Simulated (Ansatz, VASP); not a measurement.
Two plane-wave programs on Ag

```
Ag
1.0
     0.00000    2.05190    2.05190
     2.05190    0.00000    2.05190
     2.05190    2.05190    0.00000
Ag
1
Cartesian
  0.0000 0.0000 0.0000
```

Alike in both runs: task single point; functional r2SCAN; k mesh 13 × 13 × 13; occupations methfessel-paxton of order 1, width 0.2 eV; no spin polarisation.

```csv
,VASP,Ansatz
version,VASP 6.6.1,Ansatz 0.2.0
potentials or method,"VASP PAW PBE potentials, release 64 (Ag), cutoff 520 eV","plane waves (500 eV) with PAW, scalar-relativistic"
valence electrons in the cell,11,19
```

Ansatz gave:

- pressure (GPa): -0.1

**Question.** Which values does VASP return?

**Answer.** Pressure (GPa): 0.0.

VASP's potentials were made for PBE, not for r2SCAN. With one functional, cell and mesh, what is left measures potentials, basis and numerics. VASP's potentials hold 11 valence electrons a cell and Ansatz's 19, so a difference there can come from the potentials and not from the codes.
